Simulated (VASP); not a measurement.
# C (P6_3/mmc) in VASP: further runs, part 2 of 2

VASP 6.6.1. Earlier steps stand in the parts before.

### 3 Single point, PBE (strain +0.0100 x Voigt [1, 1, 0, 0, 0, 0])

The COD entry that gives the cell may itself be a prediction, so a difference from it is no test against experiment.

File INCAR:

```
PREC     = Accurate       # precision mode
ENCUT    = 520            # plane-wave cutoff, eV
EDIFF    = 1E-6           # SCF threshold, eV
ISMEAR   = 0              # smearing method
SIGMA    = 0.05           # smearing width, eV
LREAL    = False          # projectors in reciprocal space
LASPH    = True           # aspherical terms in the spheres
NELM     = 100            # most SCF steps
ALGO     = Normal         # electronic algorithm
ISIF     = 2              # what is computed and relaxed
LWAVE    = False          # write WAVECAR
LCHARG   = False          # write CHGCAR
GGA      = PE             # functional
NBANDS   = 26             # bands
```

File KPOINTS:

```
regular mesh
0
Gamma
  12 12 4
```

File POSCAR:

```
C
1.0
    2.5431986764      0.0000000000      0.0000000000
   -1.2715993382      2.2024746606      0.0000000000
    0.0000000000      0.0000000000      8.3045881819
C
8
Direct
    0.0000000000      0.0000000000      0.0929681641
    0.0000000000      0.0000000000      0.5929681641
    0.0000000000      0.0000000000      0.4070318359
    0.0000000000      0.0000000000      0.9070318359
    0.3333333333      0.6666666667      0.1555285626
    0.6666666667      0.3333333333      0.6555285626
    0.3333333333      0.6666666667      0.3444714374
    0.6666666667      0.3333333333      0.8444714374
```

Potentials or basis: VASP PAW PBE potentials, release 64 (C).

On the command line:

```
$ cat potpaw_PBE.64/C/POTCAR > POTCAR
$ mpirun -np 1 vasp_std > vasp.out
```

OUTCAR:

```text
PREC = Accurate
   ENCUT = 520
   EDIFF = 1E-6
   ISMEAR = 0
   LREAL = False
   LASPH = True
   NELM = 100
   ISIF = 2
   GGA = PE

 ion  position               nearest neighbor table
   1  0.000  0.000  0.093-   4 1.54   5 1.56   5 1.56   5 1.56
   2  0.000  0.000  0.593-   3 1.54   6 1.56   6 1.56   6 1.56
   3  0.000  0.000  0.407-   2 1.54   7 1.56   7 1.56   7 1.56
   4  0.000  0.000  0.907-   1 1.54   8 1.56   8 1.56   8 1.56
   5  0.333  0.667  0.156-   1 1.56   1 1.56   1 1.56   7 1.57
   6  0.667  0.333  0.656-   2 1.56   2 1.56   2 1.56   8 1.57
   7  0.333  0.667  0.344-   3 1.56   3 1.56   3 1.56   5 1.57
   8  0.667  0.333  0.844-   4 1.56   4 1.56   4 1.56   6 1.57

  LATTYP: Found a hexagonal cell.
 ALAT       =     2.5431986764
 C/A-ratio  =     3.2654107046

  Lattice vectors:

 A1 = (   2.5431986764,   0.0000000000,   0.0000000000)
 A2 = (  -1.2715993382,   2.2024746606,   0.0000000000)
 A3 = (   0.0000000000,   0.0000000000,   8.3045881819)

[... 185 lines left out ...]
  free energy    TOTEN  =       -72.63974139 eV

  energy without entropy =      -72.63974139  energy(sigma->0) =      -72.63974139

 E-fermi :   9.7572     XC(G=0): -13.1240

 val. band max:        9.5047250203   @ k =   0.0000   0.0000   0.0000
 cond. band min:      13.8851032343   @ k =   0.4167   0.0000   0.0000
 fundamental gap:      4.3803782139
 Fermi energy:         9.7571880339

 k-point     1 :       0.0000    0.0000    0.0000
  band No.  band energies     occupation
      1     -11.7862      2.00000
      2     -10.1462      2.00000
      3     -10.0451      2.00000
      4      -6.1129      2.00000
      5      -3.7486      2.00000
      6       2.8778      2.00000
[... 685 lines left out ...]
     25      19.7699      0.00000
     26      21.5587      0.00000

 [... further k-points ...]
[... 5 lines left out ...]
  --------------------------------------------------------------------------------------
  -------------------------------------------------------------------------------------
  Total       -3.3242409     -3.3242409     -0.0216898      0.0000000     -0.0000000      0.0000000
  in kB     -114.4969076   -114.4969076     -0.7470608      0.0000000     -0.0000000      0.0000000
  external PRESSURE =     -76.5802920 kB  Pullay stress =       0.0000000 kB

 VOLUME and BASIS-vectors are now :
 -----------------------------------------------------------------------------
  energy-cutoff  :      520.00
  volume of cell :       46.52
      direct lattice vectors                 reciprocal lattice vectors
     2.543198676  0.000000000  0.000000000     0.393205615  0.227017368  0.000000000
    -1.271599338  2.202474661  0.000000000     0.000000000  0.454034736  0.000000000
     0.000000000  0.000000000  8.304588182     0.000000000  0.000000000  0.120415363

 POSITION                                       TOTAL-FORCE (eV/Angst)
 -----------------------------------------------------------------------------------
      0.00000      0.00000      0.77206         0.000000      0.000000      0.015621
      0.00000      0.00000      4.92436        -0.000000     -0.000000      0.015621
      0.00000      0.00000      3.38023         0.000000      0.000000     -0.015621
      0.00000      0.00000      7.53253        -0.000000     -0.000000     -0.015621
     -0.00000      1.46832      1.29160        -0.000000     -0.000000     -0.034550
      1.27160      0.73416      5.44389        -0.000000     -0.000000     -0.034550
     -0.00000      1.46832      2.86069        -0.000000      0.000000      0.034550
      1.27160      0.73416      7.01299         0.000000     -0.000000      0.034550
 -----------------------------------------------------------------------------------
    total drift:                                0.000000     -0.000000      0.000000

  FREE ENERGIE OF THE ION-ELECTRON SYSTEM (eV)
  ---------------------------------------------------
  free  energy   TOTEN  =       -72.6397413911 eV

  energy  without entropy=      -72.6397413911  energy(sigma->0) =      -72.63974139
```

stdout:

```text
POSCAR found type information on POSCAR C
 POSCAR found :  1 types and       8 ions
 scaLAPACK will be used
 LDA part: xc-table for (Slater+PW92), standard interpolation
 POSCAR, INCAR and KPOINTS ok, starting setup
 FFT: planning ... GRIDC
 FFT: planning ... GRID_SOFT
 FFT: planning ... GRID
 WAVECAR not read
 entering main loop
```

It took 61 s on 1 thread of Intel Xeon Platinum 8259CL at 2.50GHz (Skylake/Cascade Lake), shared host; peak memory 0.18 GiB.

What came out:

```yaml
Free_energy: -72.6397 eV
Pressure: -7.7 GPa
Largest_force: 0.035 eV/Å
Band_gap_on_the_k_mesh: 4.38 eV, indirect (least direct gap 5.14 eV)
```

Forces in eV/Å, atoms in the order of the input:
```
C    0.000  0.000  0.016
C    0.000  0.000  0.016
C    0.000  0.000 -0.016
C    0.000  0.000 -0.016
C    0.000  0.000 -0.035
C    0.000  0.000 -0.035
C    0.000  0.000  0.035
C    0.000  0.000  0.035
```

Levels at points of the mesh, in eV from the valence-band top:
```
           k point  band 14  band 15  band 16  band 17  band 18  band 19
(0.00, 0.00, 0.00)    -0.22     0.00     0.00     5.14     5.14     5.63
(0.50, 0.00, 0.00)    -4.53    -3.57    -2.86     4.42     5.58     5.88
(0.00, 0.00, 0.50)    -0.66    -0.66    -0.66     5.92     5.92     5.92
(0.50, 0.00, 0.50)    -4.62    -3.56    -3.56     4.76     4.76     7.01
```

Caveat: the cell differs from its parent crystal (strain +0.0100 x Voigt [1, 1, 0, 0, 0, 0]). A k mesh can miss the band edges.

### 4 Single point, PBE (strain +0.0200 x Voigt [1, 1, 0, 0, 0, 0])

File INCAR:

```
SYSTEM = C
ALGO = Normal ; EDIFF = 1E-6
ENCUT = 520 ; GGA = PE
ISIF = 2 ; ISMEAR = 0
LASPH = .True. ; LCHARG = .False.
LREAL = .False. ; LWAVE = .False.
NBANDS = 26 ; NELM = 100
PREC = Accurate ; SIGMA = 0.05
```

File KPOINTS:

```
k-points
0
Gamma
  12 12 4
  0 0 0
```

Changes to POSCAR since step 3:

```diff
@@ -2,4 +2,4 @@
 1.0
-    2.5431986764      0.0000000000      0.0000000000
-   -1.2715993382      2.2024746606      0.0000000000
+    2.5683788613      0.0000000000      0.0000000000
+   -1.2841894306      2.2242813405      0.0000000000
     0.0000000000      0.0000000000      8.3045881819
```

Potentials or basis: VASP PAW PBE potentials, release 64 (C).

On the command line:

```
$ cat potpaw_PBE.64/C/POTCAR > POTCAR
$ mpirun -np 1 vasp_std > vasp.out
```

OUTCAR:

```text
SYSTEM = C
   EDIFF = 1E-6
   ENCUT = 520
   GGA = PE
   ISIF = 2
   ISMEAR = 0
   LASPH = .True.
   LREAL = .False.
   NELM = 100
   PREC = Accurate

 ion  position               nearest neighbor table
   1  0.000  0.000  0.093-   4 1.54   5 1.57   5 1.57   5 1.57
   2  0.000  0.000  0.593-   3 1.54   6 1.57   6 1.57   6 1.57
   3  0.000  0.000  0.407-   2 1.54   7 1.57   7 1.57   7 1.57
[... 915 lines left out ...]
  -------------------------------------------------------------------------------------
  Total       -6.6483196     -6.6483196     -0.2012091     -0.0000000     -0.0000000      0.0000000
  in kB     -224.5202751   -224.5202751     -6.7950279     -0.0000000     -0.0000000      0.0000000
  external PRESSURE =    -151.9451927 kB  Pullay stress =       0.0000000 kB

 VOLUME and BASIS-vectors are now :
 -----------------------------------------------------------------------------
  energy-cutoff  :      520.00
  volume of cell :       47.44
      direct lattice vectors                 reciprocal lattice vectors
     2.568378861  0.000000000  0.000000000     0.389350658  0.224791707  0.000000000
    -1.284189431  2.224281341  0.000000000     0.000000000  0.449583415  0.000000000
     0.000000000  0.000000000  8.304588182     0.000000000  0.000000000  0.120415363

 POSITION                                       TOTAL-FORCE (eV/Angst)
 -----------------------------------------------------------------------------------
      0.00000      0.00000      0.77206         0.000000      0.000000      0.017412
      0.00000      0.00000      4.92436        -0.000000      0.000000      0.017412
      0.00000      0.00000      3.38023        -0.000000      0.000000     -0.017412
      0.00000      0.00000      7.53253         0.000000      0.000000     -0.017412
     -0.00000      1.48285      1.29160        -0.000000     -0.000000     -0.061083
      1.28419      0.74143      5.44389        -0.000000     -0.000000     -0.061083
     -0.00000      1.48285      2.86069         0.000000      0.000000      0.061083
      1.28419      0.74143      7.01299        -0.000000     -0.000000      0.061083
 -----------------------------------------------------------------------------------
    total drift:                                0.000000     -0.000000      0.000000

  FREE ENERGIE OF THE ION-ELECTRON SYSTEM (eV)
  ---------------------------------------------------
  free  energy   TOTEN  =       -72.5425739344 eV

  energy  without entropy=      -72.5425739344  energy(sigma->0) =      -72.54257393
```

stdout:

```text
POSCAR found type information on POSCAR C
 POSCAR found :  1 types and       8 ions
 scaLAPACK will be used
 LDA part: xc-table for (Slater+PW92), standard interpolation
 POSCAR, INCAR and KPOINTS ok, starting setup
 FFT: planning ... GRIDC
 FFT: planning ... GRID_SOFT
 FFT: planning ... GRID
 WAVECAR not read
 entering main loop
```

Wall time 67 s (1 thread of Intel Xeon Platinum 8259CL at 2.50GHz (Skylake/Cascade Lake), shared host); peak memory 0.18 GiB.

Results:

* Free energy: -72.5426 eV
* Pressure: -15.2 GPa
* Largest force: 0.061 eV/Å
* Band gap on the k mesh: 4.22 eV, indirect (least direct gap 4.98 eV)

Forces on the atoms (eV/Å):
```
C    0.000  0.000  0.017
C    0.000  0.000  0.017
C    0.000  0.000 -0.017
C    0.000  0.000 -0.017
C    0.000  0.000 -0.061
C    0.000  0.000 -0.061
C    0.000  0.000  0.061
C    0.000  0.000  0.061
```

Levels at points of the mesh, in eV from the valence-band top:
| k point | band 13 | band 14 | band 15 | band 16 | band 17 | band 18 | band 19 | band 20 |
| --- | --- | --- | --- | --- | --- | --- | --- | --- |
| (0.00, 0.00, 0.00) | -1.78 | -0.23 | 0.00 | 0.00 | 4.98 | 4.98 | 5.79 | 6.83 |
| (0.50, 0.00, 0.00) | -4.79 | -4.41 | -3.49 | -2.76 | 4.24 | 5.48 | 5.76 | 5.88 |
| (0.00, 0.00, 0.50) | -0.68 | -0.68 | -0.68 | -0.68 | 5.77 | 5.77 | 5.77 | 5.77 |
| (0.50, 0.00, 0.50) | -4.54 | -4.54 | -3.49 | -3.49 | 4.59 | 4.59 | 7.03 | 7.03 |

Caveat: the cell differs from its parent crystal (strain +0.0200 x Voigt [1, 1, 0, 0, 0, 0]).

### 5 Single point, PBE (strain +0.0300 x Voigt [1, 1, 0, 0, 0, 0])

File INCAR:

```
PREC = Accurate
ENCUT = 520
EDIFF = 1E-7
ISMEAR = 0
SIGMA = 0.05
LREAL = F
LASPH = T
NELM = 80
ALGO = Normal
ISIF = 2
LWAVE = F
LCHARG = F
GGA = PE
NBANDS = 26
```

File KPOINTS:

```
regular mesh
0
Gamma
  12 12 4
```

Changes to POSCAR since step 4:

```diff
@@ -2,4 +2,4 @@
 1.0
-    2.5683788613      0.0000000000      0.0000000000
-   -1.2841894306      2.2242813405      0.0000000000
+    2.5935590462      0.0000000000      0.0000000000
+   -1.2967795231      2.2460880203      0.0000000000
     0.0000000000      0.0000000000      8.3045881819
```

On the command line:

```
$ cat potpaw_PBE.64/C/POTCAR > POTCAR
$ mpirun -np 1 vasp_std > vasp.out
```

It took 98 s on 1 thread of Intel Xeon Platinum 8259CL at 2.50GHz (Skylake/Cascade Lake), shared host; peak memory 0.18 GiB.

The run converged. Its results:

| Property | Result |
| --- | --- |
| Free energy | -72.3832 eV |
| Pressure | -22.0 GPa |
| Largest force | 0.076 eV/Å |
| Band gap on the k mesh | 4.06 eV, indirect (least direct gap 4.83 eV) |

Forces in eV/Å, atoms in the order of the input:
```
C    0.000  0.000  0.007
C    0.000  0.000  0.007
C    0.000  0.000 -0.007
C    0.000  0.000 -0.007
C    0.000  0.000 -0.076
C    0.000  0.000 -0.076
C    0.000  0.000  0.076
C    0.000  0.000  0.076
```

Stress tensor (GPa, compression positive):
```
-32.40   0.00   0.00
  0.00 -32.40   0.00
  0.00   0.00  -1.21
```

Levels at points of the mesh, in eV from the valence-band top:
| k point | band 14 | band 15 | band 16 | band 17 | band 18 | band 19 |
| --- | --- | --- | --- | --- | --- | --- |
| (0.00, 0.00, 0.00) | -0.25 | 0.00 | 0.00 | 4.83 | 4.83 | 5.91 |
| (0.50, 0.00, 0.00) | -4.29 | -3.42 | -2.68 | 4.06 | 5.33 | 5.62 |
| (0.00, 0.00, 0.50) | -0.69 | -0.69 | -0.69 | 5.64 | 5.64 | 5.64 |
| (0.50, 0.00, 0.50) | -4.47 | -3.41 | -3.41 | 4.42 | 4.42 | 7.00 |

Caveat: the cell differs from its parent crystal (strain +0.0300 x Voigt [1, 1, 0, 0, 0, 0]).

### 6 Summary

| cell | gap on the mesh (eV) | pressure (GPa) | largest force (eV/Å) |
| --- | --- | --- | --- |
| a = 2.493, b = 2.493, c = 8.305 Å, angles 90.0, 90.0, 120.0°, 8 atoms | 4.68 | 9.8 | 0.06 |
| a = 2.543, b = 2.543, c = 8.305 Å, angles 90.0, 90.0, 120.0°, 8 atoms | 4.38 | -7.7 | 0.03 |
| a = 2.568, b = 2.568, c = 8.305 Å, angles 90.0, 90.0, 120.0°, 8 atoms | 4.22 | -15.2 | 0.06 |
| a = 2.594, b = 2.594, c = 8.305 Å, angles 90.0, 90.0, 120.0°, 8 atoms | 4.06 | -22.0 | 0.08 |

Alike in all rows: task single point; level PBE; potentials or basis VASP PAW PBE potentials, release 64 (C); no spin polarisation; k mesh 12 × 12 × 4; cutoff (eV) 520; smearing gaussian 0.05 eV.

Absolute energies hang on the potentials; compare differences alone.
